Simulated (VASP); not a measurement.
**AlCu3: single point with r2SCAN**

Crystal: AlCu3.

```
CELL_PARAMETERS angstrom
3.71324 0.00000 0.00000
0.00000 3.71324 0.00000
0.00000 0.00000 3.71324
ATOMIC_POSITIONS crystal
Al 0.00000 0.00000 0.00000
Cu 0.50000 0.50000 0.00000
Cu 0.50000 0.00000 0.50000
Cu 0.00000 0.50000 0.50000
```

- Program: VASP 6.6.1
- Task: single point
- Functional: r2SCAN
- Potentials or basis: VASP PAW PBE potentials, release 64 (Al, Cu)
- Cutoff: 520 eV
- k mesh: 12 × 12 × 12
- Occupations: gaussian, width 0.1 eV
- Spin: no spin polarisation

| Item | Value |
| --- | --- |
| Pressure | -7.3 GPa |
| Band gap on the k mesh | zero (bands 18 and 19 overlap by 5.53 eV) |

Levels at points of the mesh, in eV from the Fermi level:
| k point | band 16 | band 17 | band 18 | band 19 | band 20 | band 21 |
| --- | --- | --- | --- | --- | --- | --- |
| (0.00, 0.00, 0.00) | -2.05 | -0.20 | -0.20 | -0.20 | 4.37 | 4.37 |
| (0.50, 0.00, 0.00) | -2.47 | -2.05 | 3.79 | 3.79 | 4.04 | 4.04 |
| (0.50, 0.50, 0.00) | -2.69 | -2.31 | -1.25 | -1.25 | 6.33 | 6.57 |
| (0.50, 0.50, 0.50) | -2.22 | -2.22 | -2.22 | -1.23 | 1.25 | 1.76 |

Run time: 10 min on 1 thread of Intel Xeon 8259CL, on a shared host, peak memory 0.23 GiB.

Caveat: the cell stands under tension; the PAW data sets were made with another functional, which shifts forces and pressure a little.
